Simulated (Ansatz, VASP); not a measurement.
**Rb3CuAu in VASP and in Ansatz**

```
Rb Cu Au
1.0
     4.52932    0.00000    0.00000
    -2.26466    3.92250    0.00000
     0.00000    0.00000   14.23686
Rb Cu Au
3 1 1
Cartesian
  0.0000 2.6150 1.7858
  0.0000 0.0000 6.1823
  2.2647 1.3075 10.6025
  0.0000 0.0000 13.0553
  0.0000 2.6150 12.8557
```

Alike in both runs: functional PBE; k mesh 6 × 6 × 2; occupations gaussian, width 0.1 eV; no spin polarisation.

Ansatz relaxed the structure, and its values are those at the end. VASP's run is a single point on that final structure, the one shown.

|  | VASP | Ansatz |
| --- | --- | --- |
| version | VASP 6.6.1 | Ansatz 0.2.0 |
| potentials or method | VASP PAW PBE potentials, release 64 (Rb_sv, Cu, Au), cutoff 520 eV | scalar-relativistic, plane waves, PAW |
| valence electrons in the cell | 49 | 65 |

|  | VASP | Ansatz | Ansatz less VASP |
| --- | --- | --- | --- |
| gap on the k mesh at the Fermi level (eV) | none | none | - |
| pressure (GPa) | 0.1 | 0.0 | -0.01 |
| rms of the force components (eV/Å) | 0.014 | 0.011 | -0.0031 |

A gap of «none» marks a metal or a gap that the smearing closes. The functional is the same, so the differences come from potentials, cutoffs and numerics. VASP's potentials hold 49 valence electrons a cell and Ansatz's 65, so a difference there can come from the potentials and not from the codes.

Spin-orbit coupling is off throughout.
